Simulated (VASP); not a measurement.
# Nb (Im-3m) in VASP: further runs

The runs below take Nb through single point, with LDA.

Everything below comes from runs of VASP 6.6.1. Logs are shortened: lines on timing, memory, paths and dates and some standing lists are left out, and cuts for length are marked.

**1. The cell of the first run**

Symmetry: Im-3m, No. 229, cubic system. Conventional cell: a = 3.246 Å, b = 3.246 Å, c = 3.246 Å, α = 90.00°, β = 90.00°, γ = 90.00°. Nb (site symmetry m-3m) has 14 Nb at 2.81 to 3.25 Å within 3.7 Å.

**2. Single point, LDA**

The input, INCAR:

```
SYSTEM = Nb
PREC     = Accurate       ! precision mode
ENCUT    = 520            ! plane-wave cutoff, eV
EDIFF    = 1E-6           ! SCF threshold, eV
ISMEAR   = 1              ! smearing method
SIGMA    = 0.03           ! smearing width, eV
LREAL    = .FALSE.        ! projectors in reciprocal space
LASPH    = .TRUE.         ! aspherical terms in the spheres
NELM     = 60             ! most SCF steps
ALGO     = Normal         ! electronic algorithm
ISIF     = 2              ! what is computed and relaxed
LWAVE    = .FALSE.        ! write WAVECAR
LCHARG   = .TRUE.         ! write CHGCAR
LELF     = .TRUE.         ! ELF
LVHAR    = .TRUE.       
NBANDS   = 12             ! bands
```

The input, KPOINTS:

```
Automatic mesh
0
G
  14 14 14
  0 0 0
```

The input, POSCAR:

```
Nb
1.0
   -1.6231103068      1.6231103068      1.6231103068
    1.6231103068     -1.6231103068      1.6231103068
    1.6231103068      1.6231103068     -1.6231103068
Nb
1
Direct
    0.0000000000      0.0000000000      0.0000000000
```

Potentials or basis: VASP PAW LDA potentials, release 64 (Nb_sv).

Command:

```
cat potpaw_LDA.64/Nb_sv/POTCAR > POTCAR
mpirun -np 1 vasp_std > vasp.out
```

OUTCAR:

```text
SYSTEM = Nb
   PREC = Accurate
   ENCUT = 520
   EDIFF = 1E-6
   ISMEAR = 1
   LREAL = .FALSE.
   LASPH = .TRUE.
   NELM = 60
   ISIF = 2

 ion  position               nearest neighbor table
   1  0.000  0.000  0.000-

  LATTYP: Found a body centered cubic cell.
 ALAT       =     3.2462206136

  Lattice vectors:

 A1 = (  -1.6231103068,   1.6231103068,   1.6231103068)
 A2 = (   1.6231103068,  -1.6231103068,   1.6231103068)
 A3 = (   1.6231103068,   1.6231103068,  -1.6231103068)

Analysis of symmetry for initial positions (statically):
=====================================================================
 Subroutine PRICEL returns:
 Original cell was already a primitive cell.

 Routine SETGRP: Setting up the symmetry group for a
 body centered cubic supercell.

 Subroutine GETGRP returns: Found 48 space group operations
 (whereof 48 operations were pure point group operations)
 out of a pool of 48 trial point group operations.

The static configuration has the point symmetry O_h .

Analysis of symmetry for dynamics (positions and initial velocities):
=====================================================================
 Subroutine PRICEL returns:
 Original cell was already a primitive cell.

 Routine SETGRP: Setting up the symmetry group for a
 body centered cubic supercell.

 Subroutine GETGRP returns: Found 48 space group operations
 (whereof 48 operations were pure point group operations)
 out of a pool of 48 trial point group operations.

The dynamic configuration has the point symmetry O_h .

 Subroutine INISYM returns: Found 48 space group operations
 (whereof 48 operations are pure point group operations),
 and found     1 'primitive' translations

----------------------------------------------------------------------------------------

                                     Primitive cell

  volume of cell :      17.1043

  direct lattice vectors                    reciprocal lattice vectors
    -1.623110307  1.623110307  1.623110307     0.000000000  0.308050536  0.308050536
     1.623110307 -1.623110307  1.623110307     0.308050536  0.000000000  0.308050536
     1.623110307  1.623110307 -1.623110307     0.308050536  0.308050536  0.000000000

  length of vectors
     2.811309518  2.811309518  2.811309518     0.435649246  0.435649246  0.435649246

  position of ions in fractional coordinates (direct lattice)
     0.000000000  0.000000000  0.000000000

  ion indices of the primitive-cell ions
   primitive index   ion index
                 1           1

----------------------------------------------------------------------------------------

 KPOINTS: Automatic mesh

Automatic generation of k-mesh.
 Grid dimensions read from file:
 generate k-points for:   14   14   14

 Generating k-lattice:

  Cartesian coordinates                     Fractional coordinates (reciprocal lattice)
     0.000000000  0.022003610  0.022003610     0.071428571  0.000000000  0.000000000
     0.022003610  0.000000000  0.022003610     0.000000000  0.071428571  0.000000000
     0.022003610  0.022003610  0.000000000     0.000000000  0.000000000  0.071428571

  Length of vectors
     0.031117803  0.031117803  0.031117803

  Shift w.r.t. Gamma in fractional coordinates (k-lattice)
     0.000000000  0.000000000  0.000000000

 Subroutine IBZKPT returns following result:
 ===========================================

 Found    104 irreducible k-points:

 Following reciprocal coordinates:
            Coordinates               Weight
  0.000000  0.000000  0.000000      1.000000
  0.071429  0.000000  0.000000     12.000000
  0.142857  0.000000  0.000000     12.000000
  0.214286  0.000000  0.000000     12.000000
  0.285714  0.000000  0.000000     12.000000
  0.357143  0.000000  0.000000     12.000000
[... 16 lines left out ...]
  0.285714  0.285714  0.000000     24.000000
  0.357143  0.285714  0.000000     24.000000
 [... further k-points ...]
   k-points           NKPTS =    104   k-points in BZ     NKDIM =    104   number of bands    NBANDS=     12
   number of dos      NEDOS =    301   number of ions     NIONS =      1
   total plane-waves  NPLWV =  13824
   dimension x,y,z NGX =    24 NGY =   24 NGZ =   24
   dimension x,y,z NGXF=    48 NGYF=   48 NGZF=   48
   ions per type =               1
   NGX,Y,Z   is equivalent  to a cutoff of  14.19, 14.19, 14.19 a.u.
   NGXF,Y,Z  is equivalent  to a cutoff of  28.38, 28.38, 28.38 a.u.
 SYSTEM =  Nb
   PREC   = accura    normal or accurate (medium, high low for compatibility)
   ISTART =      0    job   : 0-new  1-cont  2-samecut
   ICHARG =      2    charge: 1-file 2-atom 10-const
   ISPIN  =      1    spin polarized calculation?
   LNONCOLLINEAR =      F non collinear calculations
   LSORBIT =      F    spin-orbit coupling
   LASPH  =      T    aspherical Exc in radial PAW
   ENCUT  =  520.0 eV  38.22 Ry    6.18 a.u.   5.23  5.23  5.23*2*pi/ulx,y,z
   NELM   =     60;   NELMIN=  2; NELMDL= -5     # of ELM steps
   EDIFF  = 0.1E-05   stopping-criterion for ELM
   LREAL  =      F    real-space projection
   EDIFFG = 0.1E-04   stopping-criterion for IOM
   NSW    =      0    number of steps for IOM
   IBRION =     -1    ionic relax: 0-MD 1-quasi-New 2-CG
   NFREE  =      0    steps in history (QN), initial steepest desc. (CG)
   ISIF   =      2    stress and relaxation
   ISYM   =      2    0-nonsym 1-usesym 2-fastsym
   POTIM  = 0.5000    time-step for ionic-motion
   TEBEG  =    0.0;   TEEND  =   0.0 temperature during run
   PSTRESS=    0.0 pullay stress
   NELECT =      13.0000    total number of electrons
   NUPDOWN=      -1.0000    fix difference up-down
   EMIN   =  10.00;   EMAX   =-10.00  energy-range for DOS
   EFERMI =   0.00;   METHOD = LEGACY
   ISMEAR =     1;   SIGMA  =   0.03  broadening in eV -4-tet -1-fermi 0-gaus
   EFERMI_NEDOS =   21; number of points for ismear=-14 and -15
   IALGO  =     38    algorithm
   IMIX   =      4    mixing-type and parameters
     AMIX     =   0.40;   BMIX     =  1.00
     AMIX_MAG =   1.60;   BMIX_MAG =  1.00
  volume/ion in A,a.u.               =      17.10       115.43
  Fermi-wavevector in a.u.,A,eV,Ry     =   1.494014  2.823277 30.369251  2.232077
  Thomas-Fermi vector in A             =   2.606341
   LORBIT       =      0    0 simple, 1 ext, 2 COOP (PROOUT), +10 PAW based schemes
   GGA     = CA    functional components
   LHFCALC =     F    Hartree Fock is set to
   AEXX    =    0.0000 exact exchange contribution
   IVDW    =     0    specifies the selected vdW correction
   LEPSILON=     F    determine dielectric tensor
   LRPA    =     F    only Hartree local field effects (RPA)
 non-spin polarized calculation
 Methfessel and Paxton  Order N= 1 SIGMA  =   0.03
  energy-cutoff  :      520.00
  volume of cell :       17.10
 maximum number of plane-waves:       474
 NGX is ok and might be reduce to    24
   NGX = 11   NGY = 11   NGZ = 11

 number of electron      13.0000001 magnetization

 Free energy of the ion-electron system (eV)
  ---------------------------------------------------
  ext. energy  EPLUGINS =         0.00000000
  ---------------------------------------------------
  free energy    TOTEN  =       -11.25080920 eV

  energy without entropy =      -11.25069567  energy(sigma->0) =      -11.25077136

 E-fermi :  11.7538     XC(G=0): -12.9826

 val. band max:       11.7398816421   @ k =  -0.2857   0.4286   0.1429
 cond. band min:      11.7630518051   @ k =  -0.2857   0.3571   0.1429
 fundamental gap:      0.0231701630
 Fermi energy:        11.7538242207

 k-point     1 :       0.0000    0.0000    0.0000
  band No.  band energies     occupation
      1     -42.2752      2.00000
      2     -17.6015      2.00000
      3     -17.6015      2.00000
      4     -17.6015      2.00000
      5       5.7223      2.00000
      6      12.0540     -0.00000
      7      12.0540     -0.00000
      8      12.0540     -0.00000
      9      15.1333      0.00000
     10      15.1333      0.00000
     11      26.1089      0.00000
     12      26.1089      0.00000

 k-point     2 :       0.0714    0.0000    0.0000
  band No.  band energies     occupation
      1     -42.2603      2.00000
      2     -17.6886      2.00000
      3     -17.6276      2.00000
      4     -17.6024      2.00000
      5       5.9466      2.00000
      6      11.9144     -0.00000
      7      12.0202     -0.00000
      8      12.2707     -0.00000
      9      14.9188      0.00000
     10      15.1330      0.00000
     11      26.2975      0.00000
     12      26.4964      0.00000

 k-point     3 :       0.1429    0.0000    0.0000
  band No.  band energies     occupation
      1     -42.2183      2.00000
      2     -17.9281      2.00000
      3     -17.7001      2.00000
      4     -17.6048      2.00000
      5       6.5619      2.00000
      6      11.5489      2.00000
      7      11.8652     -0.00000
      8      12.9069      0.00000
      9      14.5668      0.00000
     10      15.1506      0.00000
     11      26.6965      0.00000
     12      27.5983      0.00000
[... 286 lines left out ...]
 k-point    23 :       0.2857    0.2857    0.0000
  band No.  band energies     occupation
      1     -41.9389      2.00000
      2     -18.9038      2.00000
      3     -18.4755      2.00000
      4     -17.7955      2.00000
      5       9.2811      2.00000
      6      10.3575      2.00000
      7      11.4081      2.00000
      8      15.1461      0.00000
      9      16.0053      0.00000
     10      21.3282      0.00000
     11      23.1149      0.00000
     12      25.2944      0.00000

 k-point    24 :       0.3571    0.2857    0.0000
  band No.  band energies     occupation
      1     -41.9291      2.00000
      2     -18.8434      2.00000
      3     -18.5957      2.00000
      4     -17.8037      2.00000
      5       9.3231      2.00000
      6      10.5303      2.00000
      7      11.2509      2.00000
      8      15.3991      0.00000
      9      15.9328      0.00000
     10      22.5028      0.00000
     11      22.5135      0.00000
     12      24.3620      0.00000

 [... further k-points ...]
[... 5 lines left out ...]
  --------------------------------------------------------------------------------------
  -------------------------------------------------------------------------------------
  Total       -0.0073559     -0.0073559     -0.0073559      0.0000000      0.0000000     -0.0000000
  in kB       -0.6890366     -0.6890366     -0.6890366      0.0000000      0.0000000     -0.0000000
  external PRESSURE =      -0.6890366 kB  Pullay stress =       0.0000000 kB

 VOLUME and BASIS-vectors are now :
 -----------------------------------------------------------------------------
  energy-cutoff  :      520.00
  volume of cell :       17.10
      direct lattice vectors                 reciprocal lattice vectors
    -1.623110307  1.623110307  1.623110307     0.000000000  0.308050536  0.308050536
     1.623110307 -1.623110307  1.623110307     0.308050536  0.000000000  0.308050536
     1.623110307  1.623110307 -1.623110307     0.308050536  0.308050536  0.000000000

 POSITION                                       TOTAL-FORCE (eV/Angst)
 -----------------------------------------------------------------------------------
      0.00000      0.00000      0.00000        -0.000000      0.000000      0.000000
 -----------------------------------------------------------------------------------
    total drift:                                0.000000      0.000000     -0.000000

  FREE ENERGIE OF THE ION-ELECTRON SYSTEM (eV)
  ---------------------------------------------------
  free  energy   TOTEN  =       -11.2508092025 eV

  energy  without entropy=      -11.2506956697  energy(sigma->0) =      -11.25077136
```

Wall time 14 s (1 thread of Intel Xeon 6975P-C (Granite Rapids), shared host); peak memory 0.14 GiB.

What came out:

```yaml
Free_energy: -11.2508 eV
Pressure: -0.1 GPa
```

Levels at points of the mesh, in eV from the Fermi level:
| k point | band 2 | band 3 | band 4 | band 5 | band 6 | band 7 | band 8 | band 9 | band 10 | band 11 |
| --- | --- | --- | --- | --- | --- | --- | --- | --- | --- | --- |
| (0.00, 0.00, 0.00) | -29.36 | -29.36 | -29.36 | -6.03 | 0.30 | 0.30 | 0.30 | 3.38 | 3.38 | 14.36 |
| (0.50, 0.00, 0.00) | -30.97 | -29.86 | -29.37 | -3.97 | -1.86 | 2.59 | 3.45 | 4.17 | 6.81 | 11.79 |
| (0.50, 0.50, 0.50) | -30.45 | -30.45 | -30.45 | -4.07 | -4.07 | 5.96 | 5.96 | 5.96 | 9.51 | 9.51 |

**3. Single point, LDA**

The input, INCAR:

```
PREC = Accurate
ENCUT = 520
EDIFF = 1E-7
ISMEAR = 1
SIGMA = 0.1
LREAL = False
LASPH = True
NELM = 60
ALGO = Normal
ISIF = 2
LWAVE = False
LCHARG = False
GGA = CA
NBANDS = 12
```

The input, KPOINTS:

```
Automatic mesh
0
Gamma
  14 14 14
```

POSCAR is that of step 2.

Potentials or basis: VASP PAW LDA potentials, release 64 (Nb_sv).

Command:

```
cat potpaw_LDA.64/Nb_sv/POTCAR > POTCAR
mpirun -np 1 vasp_std > vasp.out
```

It took 13 s on 1 thread of Intel Xeon 6975P-C (Granite Rapids), shared host; peak memory 0.13 GiB.

It converged, with:

```
Free energy : -11.2510 eV
Pressure    : -0.1 GPa
```

Levels at points of the mesh, in eV from the Fermi level:
```csv
k point,band 2,band 3,band 4,band 5,band 6,band 7,band 8,band 9,band 10,band 11
"(0.00, 0.00, 0.00)",-29.36,-29.36,-29.36,-6.04,0.29,0.29,0.29,3.37,3.37,14.35
"(0.50, 0.00, 0.00)",-30.98,-29.87,-29.38,-3.98,-1.87,2.59,3.44,4.16,6.80,11.79
"(0.50, 0.50, 0.50)",-30.46,-30.46,-30.46,-4.07,-4.07,5.95,5.95,5.95,9.50,9.50
```
